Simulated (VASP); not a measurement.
TiZn3: single point with LDA

Crystal: TiZn3.

```
Ti Zn
1.0
     3.87906    0.00000    0.00000
     0.00000    3.87906    0.00000
     0.00000    0.00000    3.87906
Ti Zn
1 3
Direct
  0.00000 0.00000 0.00000
  0.00000 0.50000 0.50000
  0.50000 0.00000 0.50000
  0.50000 0.50000 0.00000
```

| Quantity | Value |
| --- | --- |
| Program | VASP 6.6.1 |
| Task | single point |
| Functional | LDA |
| Potentials or basis | VASP PAW LDA potentials, release 64 (Ti_sv, Zn) |
| Cutoff | 520 eV |
| k mesh | 6 × 6 × 6 |
| Occupations | fermi-dirac, width 0.05 eV |
| Spin | no spin polarisation |
| Dipole correction | no |
| Further INCAR settings | ALGO = Normal; EDIFF = 1e-07; NBANDS = 32 |

```
Pressure               : -5.8 GPa
Band gap on the k mesh : zero (band 24 reaches 4.91 eV, above the bottom of band 25 at 3.01 eV)
```

Levels at points of the mesh, in eV from the Fermi level:
| k point | band 20 | band 21 | band 22 | band 23 | band 24 | band 25 | band 26 | band 27 | band 28 | band 29 |
| --- | --- | --- | --- | --- | --- | --- | --- | --- | --- | --- |
| (0.00, 0.00, 0.00) | -6.39 | -0.75 | -0.75 | 0.24 | 0.24 | 0.24 | 1.55 | 1.55 | 1.55 | 5.55 |
| (0.50, 0.00, 0.00) | -6.39 | -6.17 | -0.44 | -0.44 | -0.40 | 1.54 | 1.63 | 3.59 | 4.30 | 4.30 |
| (0.50, 0.50, 0.00) | -5.43 | -3.60 | -3.60 | -3.10 | 0.22 | 0.22 | 1.68 | 2.17 | 2.36 | 5.64 |
| (0.50, 0.50, 0.50) | -2.53 | -2.45 | -2.45 | -2.45 | -1.40 | -1.40 | -1.40 | 1.90 | 1.90 | 4.01 |

It took 32 s on 1 thread of Intel(R) Xeon(R) Platinum 8259CL CPU @ 2.50GHz (Skylake/Cascade Lake) (shared host), peak memory 0.16 GiB.
